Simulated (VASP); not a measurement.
Runs of VASP 6.6.1 on C. The structure is that of space group P6_3/mmc (No. 194), or close to it. The cells are those of the table. 

```tsv
task	cell	cutoff (eV)	gap on the mesh (eV)	pressure (GPa)
single point	a = 2.094, b = 2.094, c = 3.665 Å, angles 90.0, 90.0, 120.0°, 2 atoms	520	none	0.1
relaxation of cell and atoms	relaxed from a = 2.120, b = 2.120, c = 3.462 Å, angles 90.0, 90.0, 120.0°, 2 atoms	600	none	0.0
relaxation of cell and atoms	relaxed from a = 2.094, b = 2.094, c = 3.665 Å, angles 90.0, 90.0, 120.0°, 2 atoms	600	none	-0.1
single point	a = 2.107, b = 2.107, c = 3.689 Å, angles 90.0, 90.0, 120.0°, 2 atoms	520	none	(a)
single point	a = 2.080, b = 2.080, c = 3.641 Å, angles 90.0, 90.0, 120.0°, 2 atoms	520	none	3.5
```

Alike in all rows: level PBE; potentials or basis VASP PAW PBE potentials, release 64 (C); no spin polarisation; k mesh 11 × 11 × 6; smearing gaussian 0.02 eV.

Problem. Fill in the values left out.

Solution. (a) -2.9.

Caveats: the relaxation stopped at its first step, so nothing moved (some runs).

A gap of «none» marks levels without a gap at the run's occupations.
